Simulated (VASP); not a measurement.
# Rh (Pm-3m) in VASP: a series of runs

Rh is run at these levels: PBE+D3(BJ); tasks: single point.

Program: VASP 6.6.1. These are calculated values, not measurements. Logs are shortened: lines on timing, memory, paths and dates and some standing lists are left out, and cuts for length are marked.

### Step 1. The cell of the first run

The structure is cubic, space group Pm-3m (No. 221). Conventional cell: a = 2.470 Å, b = 2.470 Å, c = 2.470 Å, α = 90.00°, β = 90.00°, γ = 90.00°. Within 3.3 Å of Rh (site symmetry m-3m) lie 6 Rh at 2.47 Å.

### Step 2. Single point, PBE+D3(BJ)

Contents of INCAR:

```
ALGO     = Normal         # electronic algorithm
EDIFF    = 1E-7           # SCF threshold, eV
ENCUT    = 520            # plane-wave cutoff, eV
GGA      = PE             # functional
ISIF     = 2              # what is computed and relaxed
ISMEAR   = 0              # smearing method
IVDW     = 12             # dispersion correction
LASPH    = T              # aspherical terms in the spheres
LCHARG   = F              # write CHGCAR
LREAL    = F              # projectors in reciprocal space
LWAVE    = F              # write WAVECAR
NBANDS   = 14             # bands
NELM     = 80             # most SCF steps
PREC     = Accurate       # precision mode
SIGMA    = 0.05           # smearing width, eV
```

Contents of KPOINTS:

```
k-points
0
Gamma
  19 19 19
```

Contents of POSCAR:

```
Rh
1.0
    2.4700000000      0.0000000000      0.0000000000
    0.0000000000      2.4700000000      0.0000000000
    0.0000000000      0.0000000000      2.4700000000
Rh
1
Direct
    0.0000000000      0.0000000000      0.0000000000
```

Potentials or basis: VASP PAW PBE potentials, release 64 (Rh_pv).

Command:

```
$ cat potpaw_PBE.64/Rh_pv/POTCAR > POTCAR
$ mpirun -np 1 vasp_std > vasp.out
```

OUTCAR:

```text
EDIFF = 1E-7
   ENCUT = 520
   GGA = PE
   ISIF = 2
   ISMEAR = 0
   IVDW = 12
   LASPH = T
   LREAL = F
   NELM = 80
   PREC = Accurate
 IVDW          = 12

 ion  position               nearest neighbor table
   1  0.000  0.000  0.000-

  LATTYP: Found a simple cubic cell.
 ALAT       =     2.4700000000

  Lattice vectors:

 A1 = (   2.4700000000,   0.0000000000,   0.0000000000)
 A2 = (   0.0000000000,   2.4700000000,   0.0000000000)
 A3 = (   0.0000000000,   0.0000000000,   2.4700000000)

Analysis of symmetry for initial positions (statically):
=====================================================================
 Subroutine PRICEL returns:
 Original cell was already a primitive cell.

 Routine SETGRP: Setting up the symmetry group for a
 simple cubic supercell.

 Subroutine GETGRP returns: Found 48 space group operations
[... 9 lines left out ...]

 Routine SETGRP: Setting up the symmetry group for a
 simple cubic supercell.

 Subroutine GETGRP returns: Found 48 space group operations
[... 11 lines left out ...]
                                     Primitive cell

  volume of cell :      15.0692

  direct lattice vectors                    reciprocal lattice vectors
     2.470000000  0.000000000  0.000000000     0.404858300  0.000000000  0.000000000
     0.000000000  2.470000000  0.000000000     0.000000000  0.404858300  0.000000000
     0.000000000  0.000000000  2.470000000     0.000000000  0.000000000  0.404858300

  length of vectors
     2.470000000  2.470000000  2.470000000     0.404858300  0.404858300  0.404858300

  position of ions in fractional coordinates (direct lattice)
     0.000000000  0.000000000  0.000000000

  ion indices of the primitive-cell ions
   primitive index   ion index
                 1           1

----------------------------------------------------------------------------------------

 KPOINTS: k-points

Automatic generation of k-mesh.
 Grid dimensions read from file:
 generate k-points for:   19   19   19

 Generating k-lattice:

  Cartesian coordinates                     Fractional coordinates (reciprocal lattice)
     0.021308332  0.000000000  0.000000000     0.052631579  0.000000000  0.000000000
     0.000000000  0.021308332  0.000000000     0.000000000  0.052631579  0.000000000
     0.000000000  0.000000000  0.021308332     0.000000000  0.000000000  0.052631579

  Length of vectors
     0.021308332  0.021308332  0.021308332

  Shift w.r.t. Gamma in fractional coordinates (k-lattice)
     0.000000000  0.000000000  0.000000000

 Subroutine IBZKPT returns following result:
 ===========================================

 Found    220 irreducible k-points:

 Following reciprocal coordinates:
            Coordinates               Weight
  0.000000  0.000000  0.000000      1.000000
  0.052632  0.000000  0.000000      6.000000
  0.105263  0.000000  0.000000      6.000000
  0.157895  0.000000  0.000000      6.000000
  0.210526  0.000000  0.000000      6.000000
  0.263158  0.000000  0.000000      6.000000
[... 16 lines left out ...]
  0.263158  0.105263  0.000000     24.000000
  0.315789  0.105263  0.000000     24.000000
 [... further k-points ...]
   k-points           NKPTS =    220   k-points in BZ     NKDIM =    220   number of bands    NBANDS=     14
   number of dos      NEDOS =    301   number of ions     NIONS =      1
   total plane-waves  NPLWV =   5832
   dimension x,y,z NGX =    18 NGY =   18 NGZ =   18
   dimension x,y,z NGXF=    36 NGYF=   36 NGZF=   36
   ions per type =               1
   NGX,Y,Z   is equivalent  to a cutoff of  12.12, 12.12, 12.12 a.u.
   NGXF,Y,Z  is equivalent  to a cutoff of  24.23, 24.23, 24.23 a.u.
 SYSTEM =  unknown system
   PREC   = accura    normal or accurate (medium, high low for compatibility)
   ISTART =      0    job   : 0-new  1-cont  2-samecut
   ICHARG =      2    charge: 1-file 2-atom 10-const
   ISPIN  =      1    spin polarized calculation?
   LNONCOLLINEAR =      F non collinear calculations
   LSORBIT =      F    spin-orbit coupling
   LASPH  =      T    aspherical Exc in radial PAW
   ENCUT  =  520.0 eV  38.22 Ry    6.18 a.u.   4.59  4.59  4.59*2*pi/ulx,y,z
   NELM   =     80;   NELMIN=  2; NELMDL= -5     # of ELM steps
   EDIFF  = 0.1E-06   stopping-criterion for ELM
   LREAL  =      F    real-space projection
   EDIFFG = 0.1E-05   stopping-criterion for IOM
   NSW    =      0    number of steps for IOM
   IBRION =     -1    ionic relax: 0-MD 1-quasi-New 2-CG
   NFREE  =      0    steps in history (QN), initial steepest desc. (CG)
   ISIF   =      2    stress and relaxation
   ISYM   =      2    0-nonsym 1-usesym 2-fastsym
   POTIM  = 0.5000    time-step for ionic-motion
   TEBEG  =    0.0;   TEEND  =   0.0 temperature during run
   PSTRESS=    0.0 pullay stress
   NELECT =      15.0000    total number of electrons
   NUPDOWN=      -1.0000    fix difference up-down
   EMIN   =  10.00;   EMAX   =-10.00  energy-range for DOS
   EFERMI =   0.00;   METHOD = LEGACY
   ISMEAR =     0;   SIGMA  =   0.05  broadening in eV -4-tet -1-fermi 0-gaus
   EFERMI_NEDOS =   21; number of points for ismear=-14 and -15
   IALGO  =     38    algorithm
   IMIX   =      4    mixing-type and parameters
     AMIX     =   0.40;   BMIX     =  1.00
     AMIX_MAG =   1.60;   BMIX_MAG =  1.00
  volume/ion in A,a.u.               =      15.07       101.69
  Fermi-wavevector in a.u.,A,eV,Ry     =   1.634588  3.088923 36.353105  2.671878
  Thomas-Fermi vector in A             =   2.726202
   LORBIT       =      0    0 simple, 1 ext, 2 COOP (PROOUT), +10 PAW based schemes
   GGA     = PE    functional components
   LHFCALC =     F    Hartree Fock is set to
   AEXX    =    0.0000 exact exchange contribution
   IVDW    =    12    specifies the selected vdW correction
   LEPSILON=     F    determine dielectric tensor
   LRPA    =     F    only Hartree local field effects (RPA)
 non-spin polarized calculation
 Gauss-broadening in eV      SIGMA  =   0.05
  energy-cutoff  :      520.00
  volume of cell :       15.07
 maximum number of plane-waves:       437
   NGX =  9   NGY =  9   NGZ =  9

 number of electron      15.0000007 magnetization

 Free energy of the ion-electron system (eV)
  ---------------------------------------------------
  ext. energy  EPLUGINS =         0.00000000
  ---------------------------------------------------
  free energy    TOTEN  =        -6.40278030 eV

  energy without entropy =       -6.40105674  energy(sigma->0) =       -6.40191852

 E-fermi :  10.4480     XC(G=0): -13.2860

 val. band max:       10.4468303159   @ k =   0.2105   0.2105   0.0526
 cond. band min:      10.4515591212   @ k =   0.1579   0.1579   0.1053
 fundamental gap:      0.0047288053
 Fermi energy:        10.4480425944

 k-point     1 :       0.0000    0.0000    0.0000
  band No.  band energies     occupation
      1     -35.6529      2.00000
      2     -35.6529      2.00000
      3     -35.6529      2.00000
      4       3.2129      2.00000
      5       4.7974      2.00000
      6       4.7974      2.00000
      7      11.3277      0.00000
      8      11.3277      0.00000
      9      11.3277      0.00000
     10      27.8549      0.00000
     11      27.8549      0.00000
     12      27.8549      0.00000
     13      31.4911      0.00000
     14      35.6192      0.00000

 k-point     2 :       0.0526    0.0000    0.0000
  band No.  band energies     occupation
      1     -35.6783      2.00000
      2     -35.6508      2.00000
      3     -35.6508      2.00000
      4       3.2988      2.00000
      5       4.8150      2.00000
      6       4.8794      2.00000
      7      11.2486      0.00000
      8      11.2486      0.00000
      9      11.3339      0.00000
     10      27.2652      0.00000
     11      28.0085      0.00000
     12      28.0085      0.00000
     13      31.4930      0.00000
     14      35.1187      0.00000

 k-point     3 :       0.1053    0.0000    0.0000
  band No.  band energies     occupation
      1     -35.7515      2.00000
      2     -35.6446      2.00000
      3     -35.6446      2.00000
      4       3.5379      2.00000
      5       4.8661      2.00000
      6       5.1348      2.00000
      7      11.0259      0.00000
      8      11.0259      0.00000
      9      11.3516      0.00000
     10      25.9102      0.00000
     11      28.4516      0.00000
     12      28.4516      0.00000
     13      31.4942      0.00000
     14      34.0460      0.00000

 k-point     4 :       0.1579    0.0000    0.0000
  band No.  band energies     occupation
      1     -35.8637      2.00000
      2     -35.6351      2.00000
      3     -35.6351      2.00000
      4       3.8796      2.00000
      5       4.9462      2.00000
      6       5.5865      2.00000
      7      10.6982      0.00000
      8      10.6982      0.00000
      9      11.3791      0.00000
     10      24.3089      0.00000
     11      29.1376      0.00000
     12      29.1376      0.00000
     13      31.4948      0.00000
     14      32.8099      0.00000

 k-point     5 :       0.2105    0.0000    0.0000
  band No.  band energies     occupation
      1     -36.0015      2.00000
      2     -35.6232      2.00000
      3     -35.6232      2.00000
      4       4.2656      2.00000
      5       5.0479      2.00000
      6       6.2451      2.00000
      7      10.3148      1.99984
      8      10.3148      1.99984
      9      11.4135      0.00000
     10      22.6990      0.00000
     11      30.0055      0.00000
[... 276 lines left out ...]
 k-point    22 :       0.2105    0.1053    0.0000
  band No.  band energies     occupation
      1     -35.9919      2.00000
      2     -35.7201      2.00000
      3     -35.6150      2.00000
      4       4.5601      2.00000
      5       5.3375      2.00000
      6       6.3282      2.00000
      7      10.0345      2.00000
      8      10.3447      1.99653
      9      11.1327      0.00000
     10      23.1411      0.00000
     11      27.5896      0.00000
     12      30.6133      0.00000
     13      31.4955      0.00000
     14      32.1459      0.00000

 k-point    23 :       0.2632    0.1053    0.0000
  band No.  band energies     occupation
      1     -36.1392      2.00000
      2     -35.7065      2.00000
      3     -35.6021      2.00000
      4       4.9124      2.00000
      5       5.4777      2.00000
      6       7.0725      2.00000
      7       9.7477      2.00000
      8       9.9594      2.00000
      9      11.1744      0.00000
     10      21.5887      0.00000
     11      28.2161      0.00000
     12      31.3211      0.00000
     13      31.5061      0.00000
     14      31.6069      0.00000

 k-point    24 :       0.3158    0.1053    0.0000
  band No.  band energies     occupation
      1     -36.2806      2.00000
      2     -35.6933      2.00000
      3     -35.5895      2.00000
      4       5.2249      2.00000
      5       5.6449      2.00000
      6       7.7006      2.00000
      7       9.6055      2.00000
      8       9.7293      2.00000
      9      11.2158      0.00000
     10      20.1677      0.00000
     11      28.6374      0.00000
     12      30.8452      0.00000
     13      31.5013      0.00000
     14      32.6618      0.00000

 [... further k-points ...]

------------------------ aborting loop because EDIFF is reached ----------------------------------------

 Edisp (eV)   -0.59038

 E8    (eV) :    -0.2650

  FORCE on cell =-STRESS in cart. coord.  units (eV):
  Direction    XX          YY          ZZ          XY          YZ          ZX
  --------------------------------------------------------------------------------------
  -------------------------------------------------------------------------------------
  Total       1.06752     1.06752     1.06752     0.00000    -0.00000     0.00000
  in kB     113.49980   113.49980   113.49980     0.00000    -0.00000     0.00000
  external pressure =      113.50 kB  Pullay stress =        0.00 kB

 VOLUME and BASIS-vectors are now :
 -----------------------------------------------------------------------------
  energy-cutoff  :      520.00
  volume of cell :       15.07
      direct lattice vectors                 reciprocal lattice vectors
     2.470000000  0.000000000  0.000000000     0.404858300  0.000000000  0.000000000
     0.000000000  2.470000000  0.000000000     0.000000000  0.404858300  0.000000000
     0.000000000  0.000000000  2.470000000     0.000000000  0.000000000  0.404858300

 POSITION                                       TOTAL-FORCE (eV/Angst)
 -----------------------------------------------------------------------------------
      0.00000      0.00000      0.00000         0.000000      0.000000      0.000000
 -----------------------------------------------------------------------------------
    total drift:                                0.000000      0.000000     -0.000000

  FREE ENERGIE OF THE ION-ELECTRON SYSTEM (eV)
  ---------------------------------------------------
  free  energy   TOTEN  =        -6.9931601486 eV

  energy  without entropy=       -6.9914365888  energy(sigma->0) =       -6.99229837
```

It took 49 s on 1 thread of AMD EPYC, shared host; peak memory 0.13 GiB.

Results:

- Free energy: -6.9932 eV
- Pressure: 11.3 GPa
- Dispersion energy per atom: -0.590 eV

Levels at points of the mesh, in eV from the Fermi level:
| k point | band 5 | band 6 | band 7 | band 8 | band 9 | band 10 | band 11 | band 12 |
| --- | --- | --- | --- | --- | --- | --- | --- | --- |
| (0.00, 0.00, 0.00) | -5.65 | -5.65 | 0.88 | 0.88 | 0.88 | 17.41 | 17.41 | 17.41 |

Caveat: three body term missing; pairwise dispersion overbinds metals, which lowers pressure and volume.

### Step 3. Single point, PBE+D3(BJ)

This run uses another cell than the first one, of 15.92 Å³/atom, 1.057 times its volume.

Contents of INCAR:

```
ALGO     = Normal         # electronic algorithm
EDIFF    = 1E-7           # SCF threshold, eV
ENCUT    = 520            # plane-wave cutoff, eV
GGA      = PE             # functional
ISIF     = 2              # what is computed and relaxed
ISMEAR   = 0              # smearing method
IVDW     = 12             # dispersion correction
LASPH    = True           # aspherical terms in the spheres
LCHARG   = False          # write CHGCAR
LREAL    = False          # projectors in reciprocal space
LWAVE    = False          # write WAVECAR
NBANDS   = 14             # bands
NELM     = 60             # most SCF steps
PREC     = Accurate       # precision mode
SIGMA    = 0.05           # smearing width, eV
```

KPOINTS is that of step 2.

Contents of POSCAR:

```
Rh
1.0
    2.5157884225      0.0000000000      0.0000000000
    0.0000000000      2.5157884225      0.0000000000
    0.0000000000      0.0000000000      2.5157884225
Rh
1
Direct
    0.0000000000      0.0000000000      0.0000000000
```

Potentials or basis: VASP PAW PBE potentials, release 64 (Rh_pv).

Command:

```
$ cat potpaw_PBE.64/Rh_pv/POTCAR > POTCAR
$ mpirun -np 1 vasp_std > vasp.out
```

It took 55 s on 1 thread of AMD EPYC, shared host; peak memory 0.13 GiB.

It converged, with:

```yaml
Free_energy: -7.0192 eV
Pressure: -1.1 GPa
Dispersion_energy_per_atom: -0.559 eV
```

Levels at points of the mesh, in eV from the Fermi level:
```tsv
k point	band 4	band 5	band 6	band 7	band 8	band 9	band 10	band 11	band 12	band 13
(0.00, 0.00, 0.00)	-6.86	-5.22	-5.22	0.80	0.80	0.80	17.00	17.00	17.00	21.17
```

Caveat: three body term missing; pairwise dispersion overbinds metals, which lowers pressure and volume.
